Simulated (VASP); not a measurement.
Ca2Al2O, 5 atoms in the cell. Symmetry: P4mm, No. 99, tetragonal system. Conventional cell: a = 4.091 Å, b = 4.091 Å, c = 6.052 Å, α = 90.00°, β = 90.00°, γ = 90.00°. Ca (site symmetry 2mm) has 2 O at 2.11 Å and 4 Ca at 2.89 Å and 2 Al at 2.99 to 3.06 Å within 3.1 Å. Al (site symmetry 2mm) has 4 Al at 2.89 Å and 2 Ca at 2.99 to 3.06 Å and 2 O at 3.22 Å within 3.8 Å. O (site symmetry 4mm) has 4 Ca at 2.11 Å within 2.8 Å. The cell was generated, and may not be a known phase.

| Property | Result |
| --- | --- |
| Program | VASP 6.6.1 |
| Task | single point |
| Functional | PBE |
| Potentials or basis | VASP PAW PBE potentials, release 64 (Ca_sv, Al, O) |
| Cutoff | 520 eV |
| k mesh | 4 × 4 × 4 |
| Occupations | gaussian, width 0.1 eV |
| Spin | no spin polarisation |
| Dipole correction | no |
| Further INCAR settings | ALGO = Fast; EDIFF = 1e-06; NBANDS = 24 |

Potentials or basis: VASP PAW PBE potentials, release 64 (Ca_sv, Al, O).

The run is started by

```console
$ cat potpaw_PBE.64/Ca_sv/POTCAR potpaw_PBE.64/Al/POTCAR potpaw_PBE.64/O/POTCAR > POTCAR
$ mpirun -np 1 vasp_std > vasp.out
```

Hardware: 1 thread of Oxide Virtual Turin-like Processor, on a shared host.

Problem. How long does it take, and how much memory?

Solution. Wall time 58 s on 1 thread of Oxide Virtual Turin-like Processor, with other jobs on the host, peak memory 0.18 GiB. Counts: scf iterations 22, k points 18.
